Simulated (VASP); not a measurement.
The system is SiO2.

```xyz
6
Lattice="-2.3740 2.3740 3.7440 2.3740 -2.3740 3.7440 2.3740 2.3740 -3.7440" Properties=species:S:1:pos:R:3 pbc="T T T"
Si    0.0000    0.0000    0.0000
Si    0.0000    2.3740    1.8720
O     1.1870    2.9599    2.8080
O     0.5858    1.1870    0.9360
O    -1.1870    1.7882    2.8080
O    -0.5858    3.5611    0.9360
```

- Program: VASP 6.6.1
- Task: relaxation of cell and atoms
- Functional: PBE
- Potentials or basis: VASP PAW PBE potentials, release 64 (Si, O)
- Cutoff: 600 eV
- k mesh: 8 × 8 × 8
- Occupations: gaussian, width 0.02 eV
- Spin: no spin polarisation

At the start: pressure 3.4 GPa; volume 14.07 Å³/atom.

Q: Where does the relaxation end?

A: Over 16 steps the energy falls by 14.1 meV/atom and the volume is 15.58 Å³/atom (+10.7 %); space group I-42d (No. 122, to 0.1 Å) before and after.

Step by step:
```csv
step,energy change (eV),largest force (eV/Å),pressure (GPa),volume (Å³)
1,0.0000,0.1282,3.44,84.41
2,0.0092,0.4607,-3.99,88.15
3,-0.0193,0.1464,-0.08,86.07
4,-0.0267,0.1446,-0.06,86.35
5,-0.0439,0.1423,0.03,87.17
6,-0.0559,0.1346,0.08,88.73
7,-0.0665,0.0466,0.79,89.46
8,-0.0734,0.0646,1.76,90.55
9,-0.0775,0.0380,1.25,91.13
10,-0.0831,0.0431,-0.25,92.87
11,-0.0831,0.0472,-0.39,93.00
12,-0.0831,0.0460,-0.36,92.95
13,-0.0835,0.0391,-0.32,93.09
14,-0.0842,0.0226,-0.27,93.48
15,-0.0843,0.0161,-0.24,93.67
16,-0.0844,0.0003,0.03,93.46
```

Final structure:
```
CELL_PARAMETERS angstrom
-2.51709 2.51709 3.68792
2.51709 -2.51709 3.68792
2.51709 2.51709 -3.68792
ATOMIC_POSITIONS crystal
Si 0.00000 0.00000 0.00000
Si 0.75000 0.25000 0.50000
O 0.96573 0.62500 0.84073
O 0.37500 0.21573 0.34073
O 0.78427 0.12500 0.15927
O 0.87500 0.03427 0.65927
```
